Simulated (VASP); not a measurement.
# CdSe (P6_3mc) in VASP: notebook

Runs on CdSe. Level: PBE. Tasks: relaxation of shape and atoms at fixed volume.

Program: VASP 6.6.1. These are calculated values, not measurements. Logs are shortened: lines on timing, memory, paths and dates and some standing lists are left out, and cuts for length are marked.

## Step 1: The cell of the first run

It takes space group P6_3mc (No. 186, hexagonal). The conventional cell has a = 4.199 Å, b = 4.199 Å, c = 6.861 Å, α = 90.00°, β = 90.00°, γ = 120.00°. Cd (site symmetry 3m) has 4 Se at 2.57 Å within 3.4 Å. Se (site symmetry 3m) has 4 Cd at 2.57 Å within 3.4 Å.

## Step 2: Relaxation of shape and atoms at fixed volume, PBE (26.19 Å³/atom)

INCAR

```
SYSTEM = CdSe
ALGO = Normal
EDIFF = 1E-6
EDIFFG = -0.01
ENCUT = 600
GGA = PE
IBRION = 2
ISIF = 4
ISMEAR = 0
LASPH = .TRUE.
LCHARG = .FALSE.
LREAL = .FALSE.
LWAVE = .FALSE.
NELM = 60
NSW = 60
PREC = Accurate
SIGMA = 0.05
```

KPOINTS

```
k-points
0
G
  10 10 6
  0 0 0
```

POSCAR

```
CdSe
1.0
    4.1986975035      0.0000000000      0.0000000000
   -2.0993487518      3.6361787008      0.0000000000
    0.0000000000      0.0000000000      6.8606943709
Cd Se
2 2
Direct
    0.3333333333      0.6666666667      0.0048420126
    0.6666666667      0.3333333333      0.5048420126
    0.3333333333      0.6666666667      0.3801579874
    0.6666666667      0.3333333333      0.8801579874
```

Potentials or basis: VASP PAW PBE potentials, release 64 (Cd, Se).

On the command line:

```bash
cat potpaw_PBE.64/Cd/POTCAR potpaw_PBE.64/Se/POTCAR > POTCAR
mpirun -np 1 vasp_std > vasp.out
```

OUTCAR:

```text
SYSTEM = CdSe
   EDIFF = 1E-6
   EDIFFG = -0.01
   ENCUT = 600
   GGA = PE
   IBRION = 2
   ISIF = 4
   ISMEAR = 0
   LASPH = .TRUE.
   LREAL = .FALSE.
   NELM = 60
   NSW = 60
   PREC = Accurate

 ion  position               nearest neighbor table
   1  0.333  0.667  0.005-   4 2.57   4 2.57   4 2.57   3 2.57
   2  0.667  0.333  0.505-   3 2.57   3 2.57   3 2.57   4 2.57
   3  0.333  0.667  0.380-   2 2.57   2 2.57   2 2.57   1 2.57
   4  0.667  0.333  0.880-   1 2.57   1 2.57   1 2.57   2 2.57

  LATTYP: Found a hexagonal cell.
 ALAT       =     4.1986975035
 C/A-ratio  =     1.6340053946

  Lattice vectors:

 A1 = (   4.1986975035,   0.0000000000,   0.0000000000)
 A2 = (  -2.0993487518,   3.6361787008,   0.0000000000)
 A3 = (   0.0000000000,   0.0000000000,   6.8606943709)

Analysis of symmetry for initial positions (statically):
=====================================================================
 Subroutine PRICEL returns:
 Original cell was already a primitive cell.

 Routine SETGRP: Setting up the symmetry group for a
 hexagonal supercell.

 Subroutine GETGRP returns: Found 12 space group operations
 (whereof  6 operations were pure point group operations)
 out of a pool of 24 trial point group operations.

The static configuration has the point symmetry C_3v.
 The point group associated with its full space group is C_6v.

Analysis of symmetry for dynamics (positions and initial velocities):
=====================================================================
 Subroutine PRICEL returns:
 Original cell was already a primitive cell.

 Routine SETGRP: Setting up the symmetry group for a
 hexagonal supercell.

 Subroutine GETGRP returns: Found 12 space group operations
 (whereof  6 operations were pure point group operations)
 out of a pool of 24 trial point group operations.

The dynamic configuration has the point symmetry C_3v.
 The point group associated with its full space group is C_6v.

 Subroutine INISYM returns: Found 12 space group operations
 (whereof  6 operations are pure point group operations),
 and found     1 'primitive' translations

----------------------------------------------------------------------------------------

                                     Primitive cell

  volume of cell :     104.7437

  direct lattice vectors                    reciprocal lattice vectors
     4.198697504  0.000000000  0.000000000     0.238169099  0.137506993  0.000000000
    -2.099348752  3.636178701  0.000000000     0.000000000  0.275013986  0.000000000
     0.000000000  0.000000000  6.860694371     0.000000000  0.000000000  0.145757841

  length of vectors
     4.198697504  4.198697503  6.860694371     0.275013986  0.275013986  0.145757841

  position of ions in fractional coordinates (direct lattice)
     0.333333333  0.666666667  0.004842013
     0.666666667  0.333333333  0.504842013
     0.333333333  0.666666667  0.380157987
     0.666666667  0.333333333  0.880157987

  ion indices of the primitive-cell ions
   primitive index   ion index
                 1           1
                 2           2
                 3           3
                 4           4

----------------------------------------------------------------------------------------

 KPOINTS: k-points

Automatic generation of k-mesh.
 Grid dimensions read from file:
 generate k-points for:   10   10    6

 Generating k-lattice:

  Cartesian coordinates                     Fractional coordinates (reciprocal lattice)
     0.023816910  0.013750699  0.000000000     0.100000000  0.000000000  0.000000000
     0.000000000  0.027501399  0.000000000     0.000000000  0.100000000  0.000000000
     0.000000000  0.000000000  0.024292974     0.000000000  0.000000000  0.166666667

  Length of vectors
     0.027501399  0.027501399  0.024292974

  Shift w.r.t. Gamma in fractional coordinates (k-lattice)
     0.000000000  0.000000000  0.000000000

 Subroutine IBZKPT returns following result:
 ===========================================

 Found     56 irreducible k-points:

 Following reciprocal coordinates:
            Coordinates               Weight
  0.000000  0.000000  0.000000      1.000000
  0.100000  0.000000  0.000000      6.000000
  0.200000  0.000000  0.000000      6.000000
  0.300000  0.000000  0.000000      6.000000
  0.400000  0.000000  0.000000      6.000000
  0.500000  0.000000  0.000000      3.000000
[... 16 lines left out ...]
  0.300000  0.100000  0.166667     24.000000
  0.400000  0.100000  0.166667     24.000000
 [... further k-points ...]
   k-points           NKPTS =     56   k-points in BZ     NKDIM =     56   number of bands    NBANDS=     22
   number of dos      NEDOS =    301   number of ions     NIONS =      4
   total plane-waves  NPLWV =  72576
   dimension x,y,z NGX =    36 NGY =   36 NGZ =   56
   dimension x,y,z NGXF=    72 NGYF=   72 NGZF=  112
   ions per type =               2   2
   NGX,Y,Z   is equivalent  to a cutoff of  14.25, 14.25, 13.57 a.u.
   NGXF,Y,Z  is equivalent  to a cutoff of  28.51, 28.51, 27.14 a.u.
 SYSTEM =  CdSe
   PREC   = accura    normal or accurate (medium, high low for compatibility)
   ISTART =      0    job   : 0-new  1-cont  2-samecut
   ICHARG =      2    charge: 1-file 2-atom 10-const
   ISPIN  =      1    spin polarized calculation?
   LNONCOLLINEAR =      F non collinear calculations
   LSORBIT =      F    spin-orbit coupling
   LASPH  =      T    aspherical Exc in radial PAW
   ENCUT  =  600.0 eV  44.10 Ry    6.64 a.u.   8.39  8.39 13.70*2*pi/ulx,y,z
   NELM   =     60;   NELMIN=  2; NELMDL= -5     # of ELM steps
   EDIFF  = 0.1E-05   stopping-criterion for ELM
   LREAL  =      F    real-space projection
   EDIFFG = -.1E-01   stopping-criterion for IOM
   NSW    =     60    number of steps for IOM
   IBRION =      2    ionic relax: 0-MD 1-quasi-New 2-CG
   NFREE  =      1    steps in history (QN), initial steepest desc. (CG)
   ISIF   =      4    stress and relaxation
   ISYM   =      2    0-nonsym 1-usesym 2-fastsym
   POTIM  = 0.5000    time-step for ionic-motion
   TEBEG  =    0.0;   TEEND  =   0.0 temperature during run
   PSTRESS=    0.0 pullay stress
   NELECT =      36.0000    total number of electrons
   NUPDOWN=      -1.0000    fix difference up-down
   EMIN   =  10.00;   EMAX   =-10.00  energy-range for DOS
   EFERMI =   0.00;   METHOD = LEGACY
   ISMEAR =     0;   SIGMA  =   0.05  broadening in eV -4-tet -1-fermi 0-gaus
   EFERMI_NEDOS =   21; number of points for ismear=-14 and -15
   IALGO  =     38    algorithm
   IMIX   =      4    mixing-type and parameters
     AMIX     =   0.40;   BMIX     =  1.00
     AMIX_MAG =   1.60;   BMIX_MAG =  1.00
  volume/ion in A,a.u.               =      26.19       176.71
  Fermi-wavevector in a.u.,A,eV,Ry     =   1.146744  2.167031 17.891949  1.315021
  Thomas-Fermi vector in A             =   2.283427
   LORBIT       =      0    0 simple, 1 ext, 2 COOP (PROOUT), +10 PAW based schemes
   GGA     = PE    functional components
   LHFCALC =     F    Hartree Fock is set to
   AEXX    =    0.0000 exact exchange contribution
   IVDW    =     0    specifies the selected vdW correction
   LEPSILON=     F    determine dielectric tensor
   LRPA    =     F    only Hartree local field effects (RPA)
 conjugate gradient relaxation of ions
 non-spin polarized calculation
 Gauss-broadening in eV      SIGMA  =   0.05
  energy-cutoff  :      600.00
  volume of cell :      104.74
 maximum number of plane-waves:      3544
 NGX is ok and might be reduce to    36
   NGX = 17   NGY = 17   NGZ = 27

 number of electron      36.0000002 magnetization

 Free energy of the ion-electron system (eV)
  ---------------------------------------------------
  ext. energy  EPLUGINS =         0.00000000
  ---------------------------------------------------
  free energy    TOTEN  =       -10.66149038 eV

  energy without entropy =      -10.66149038  energy(sigma->0) =      -10.66149038

 E-fermi :   1.7893     XC(G=0):  -9.2106

 val. band max:        1.5466722574   @ k =   0.0000   0.0000   0.0000
 cond. band min:       2.3688008011   @ k =   0.0000   0.0000   0.0000
 fundamental gap:      0.8221285438
 Fermi energy:         1.7892569950

 k-point     1 :       0.0000    0.0000    0.0000
  band No.  band energies     occupation
      1     -11.4900      2.00000
      2     -11.0455      2.00000
      3      -6.6569      2.00000
      4      -6.6469      2.00000
      5      -6.6469      2.00000
      6      -6.5643      2.00000
[... 14 lines left out ...]
     21       7.3999      0.00000
     22       7.3999      0.00000

 k-point     2 :       0.1000    0.0000    0.0000
  band No.  band energies     occupation
      1     -11.4534      2.00000
      2     -11.0286      2.00000
      3      -6.6457      2.00000
      4      -6.6332      2.00000
      5      -6.6220      2.00000
      6      -6.5486      2.00000
[... 14 lines left out ...]
     21       7.0543      0.00000
     22       7.5671      0.00000

 k-point     3 :       0.2000    0.0000    0.0000
  band No.  band energies     occupation
      1     -11.3543      2.00000
      2     -10.9863      2.00000
      3      -6.6140      2.00000
      4      -6.6001      2.00000
      5      -6.5506      2.00000
      6      -6.4969      2.00000
[... 14 lines left out ...]
     21       6.7242      0.00000
     22       7.6658      0.00000

 k-point     4 :       0.3000    0.0000    0.0000
  band No.  band energies     occupation
      1     -11.2235      2.00000
      2     -10.9404      2.00000
      3      -6.5818      2.00000
      4      -6.5666      2.00000
      5      -6.4639      2.00000
      6      -6.4332      2.00000
[... 14 lines left out ...]
     21       6.6932      0.00000
     22       7.4452      0.00000

 k-point     5 :       0.4000    0.0000    0.0000
  band No.  band energies     occupation
      1     -11.1051      2.00000
      2     -10.9144      2.00000
      3      -6.5630      2.00000
      4      -6.5466      2.00000
      5      -6.4004      2.00000
      6      -6.3848      2.00000
[... 14 lines left out ...]
     21       6.4085      0.00000
     22       7.7057      0.00000

 k-point     6 :       0.5000    0.0000    0.0000
  band No.  band energies     occupation
      1     -11.0528      2.00000
      2     -10.9114      2.00000
      3      -6.5580      2.00000
      4      -6.5408      2.00000
      5      -6.3672      2.00000
      6      -6.3562      2.00000
[... 14 lines left out ...]
     21       6.2728      0.00000
     22       7.9458      0.00000

 k-point     7 :       0.1000    0.1000    0.0000
  band No.  band energies     occupation
      1     -11.3855      2.00000
      2     -10.9990      2.00000
      3      -6.6223      2.00000
      4      -6.6113      2.00000
      5      -6.5730      2.00000
      6      -6.5209      2.00000
[... 324 lines left out ...]
      6      -6.3775      2.00000
[... 14 lines left out ...]
     21       6.6239      0.00000
     22       7.3166      0.00000

 k-point    21 :       0.1000    0.1000    0.1667
  band No.  band energies     occupation
      1     -11.3589      2.00000
      2     -11.0237      2.00000
      3      -6.6133      2.00000
      4      -6.6057      2.00000
      5      -6.5639      2.00000
      6      -6.5277      2.00000
[... 14 lines left out ...]
     21       6.7626      0.00000
     22       7.4421      0.00000

 k-point    22 :       0.2000    0.1000    0.1667
  band No.  band energies     occupation
      1     -11.2478      2.00000
      2     -10.9746      2.00000
      3      -6.5807      2.00000
      4      -6.5746      2.00000
      5      -6.4906      2.00000
      6      -6.4735      2.00000
[... 14 lines left out ...]
     21       6.7682      0.00000
     22       7.0779      0.00000

 k-point    23 :       0.3000    0.1000    0.1667
  band No.  band energies     occupation
      1     -11.1273      2.00000
      2     -10.9336      2.00000
      3      -6.5587      2.00000
      4      -6.5471      2.00000
      5      -6.4365      2.00000
      6      -6.4144      2.00000
[... 14 lines left out ...]
     21       6.6992      0.00000
     22       7.1328      0.00000

 k-point    24 :       0.4000    0.1000    0.1667
  band No.  band energies     occupation
      1     -11.0420      2.00000
      2     -10.9186      2.00000
      3      -6.5520      2.00000
      4      -6.5310      2.00000
      5      -6.4024      2.00000
      6      -6.3813      2.00000
[... 14 lines left out ...]
     21       6.5921      0.00000
     22       7.2544      0.00000

 [... further k-points ...]

------------------------ aborting loop because EDIFF is reached ----------------------------------------

  FORCE on cell =-STRESS in cart. coord.  units (eV):
  Direction    XX          YY          ZZ          XY          YZ          ZX
  --------------------------------------------------------------------------------------
  -------------------------------------------------------------------------------------
  Total        5.2612014      5.2612014      5.2903749     -0.0000000      0.0000000      0.0000000
  in kB       80.4762310     80.4762310     80.9224736     -0.0000000      0.0000000      0.0000000
  external PRESSURE =      80.6249785 kB  Pullay stress =       0.0000000 kB

 VOLUME and BASIS-vectors are now :
 -----------------------------------------------------------------------------
  energy-cutoff  :      600.00
  volume of cell :      104.74
      direct lattice vectors                 reciprocal lattice vectors
     4.198697504  0.000000000  0.000000000     0.238169099  0.137506993  0.000000000
    -2.099348752  3.636178701  0.000000000     0.000000000  0.275013986  0.000000000
     0.000000000  0.000000000  6.860694371     0.000000000  0.000000000  0.145757841

 POSITION                                       TOTAL-FORCE (eV/Angst)
 -----------------------------------------------------------------------------------
     -0.00000      2.42412      0.03322         0.000000      0.000000      0.009154
      2.09935      1.21206      3.46357        -0.000000     -0.000000      0.009154
     -0.00000      2.42412      2.60815        -0.000000      0.000000     -0.009154
      2.09935      1.21206      6.03849        -0.000000     -0.000000     -0.009154
 -----------------------------------------------------------------------------------
    total drift:                               -0.000000     -0.000000      0.000179

  FREE ENERGIE OF THE ION-ELECTRON SYSTEM (eV)
  ---------------------------------------------------
  free  energy   TOTEN  =       -10.6614903770 eV

  energy  without entropy=      -10.6614903770  energy(sigma->0) =      -10.66149038

 reached required accuracy - stopping structural energy minimisation
```

Wall time 62 s (1 thread of Intel Xeon 6975P-C (Granite Rapids), shared host); peak memory 0.34 GiB.

What came out:

* Free energy: -10.6615 eV
* Pressure after relaxing: 8.1 GPa
* Largest force after relaxing: 0.009 eV/Å
* Band gap on the k mesh: 0.82 eV

Forces on the atoms (eV/Å):
```
Cd   0.000  0.000  0.009
Cd   0.000  0.000  0.009
Se   0.000  0.000 -0.009
Se   0.000  0.000 -0.009
```

Final structure:
```cif
data_structure
_symmetry_space_group_name_H-M 'P 1'
_symmetry_Int_Tables_number 1
_cell_length_a 4.1987
_cell_length_b 4.1987
_cell_length_c 6.8607
_cell_angle_alpha 90.000
_cell_angle_beta 90.000
_cell_angle_gamma 120.000
_cell_volume 104.74
loop_
_atom_site_label
_atom_site_type_symbol
_atom_site_fract_x
_atom_site_fract_y
_atom_site_fract_z
_atom_site_occupancy
Cd1 Cd 0.33333 0.66667 0.00484 1
Cd2 Cd 0.66667 0.33333 0.50484 1
Se1 Se 0.33333 0.66667 0.38016 1
Se2 Se 0.66667 0.33333 0.88016 1
```

Levels at points of the mesh, in eV from the valence-band top:
```tsv
k point	band 16	band 17	band 18	band 19	band 20	band 21
(0.00, 0.00, 0.00)	-0.07	0.00	0.00	0.82	2.28	5.85
(0.50, 0.00, 0.00)	-2.12	-1.54	-0.87	3.31	3.35	4.73
(0.00, 0.00, 0.50)	-0.46	-0.46	-0.46	2.51	2.51	5.96
(0.50, 0.00, 0.50)	-1.55	-1.54	-1.54	2.95	2.95	4.85
```

Caveat: the relaxation stopped at its first step, so nothing moved.

[end of part 1 of 2]
